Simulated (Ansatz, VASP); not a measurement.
# Bi2Pd in VASP and in Ansatz

INCAR

```
PREC = Accurate
ENCUT = 520
EDIFF = 1E-7
ISMEAR = -1
SIGMA = 0.1
LREAL = F
LASPH = T
NELM = 100
ALGO = Normal
ISIF = 2
LWAVE = F
LCHARG = F
GGA = CA
NBANDS = 27
```

File KPOINTS:

```
Automatic mesh
0
Gamma
  11 11 11
```

Contents of POSCAR:

```
Bi2Pd
1.0
   -1.7139691545      1.7139691545      6.6188166368
    1.7139691545     -1.7139691545      6.6188166368
    1.7139691545      1.7139691545     -6.6188166368
Bi Pd
2 1
Direct
    0.3630000000      0.3630000000      0.0000000000
    0.6370000000      0.6370000000      0.0000000000
    0.0000000000      0.0000000000      0.0000000000
```

Input for Ansatz:

```yaml
crystal:
  lattice:
    - [-1.7139691544917457, 1.7139691544917457, 6.6188166367538175]
    - [1.7139691544917457, -1.7139691544917457, 6.6188166367538175]
    - [1.7139691544917457, 1.7139691544917457, -6.6188166367538175]
  atoms:
    - { symbol: Bi, position: [0.363, 0.363, 0.0] }
    - { symbol: Bi, position: [0.637, 0.637, 0.0] }
    - { symbol: Pd, position: [0.0, 0.0, 0.0] }
basis:
  ecutwfc: 500.0
kpoints:
  mp_grid:
    grid: [11, 11, 11]
hamiltonian:
  xc: lda
scf:
  occupations:
    method: fermi_dirac
    width: 0.1
output:
  stress: true
```

Alike in both runs: task single point; functional LDA; k mesh 11 × 11 × 11; occupations fermi-dirac, width 0.1 eV; no spin polarisation.

|  | VASP | Ansatz |
| --- | --- | --- |
| version | VASP 6.6.1 | Ansatz 0.2.0 |
| potentials or method | VASP PAW LDA potentials, release 64 (Bi_d, Pd), cutoff 520 eV | plane waves, PAW |
| valence electrons in the cell | 40 | 48 |

Ansatz gave:

- pressure (GPa): -7.6

Q: Estimate VASP's values.

A: Pressure (GPa): -7.4.

LDA's correlation is that of Perdew and Zunger in VASP and of Perdew and Wang (1992) in Ansatz. VASP's potentials hold 40 valence electrons a cell and Ansatz's 48, so a difference there can come from the potentials and not from the codes.

Neither program's run includes spin-orbit coupling.
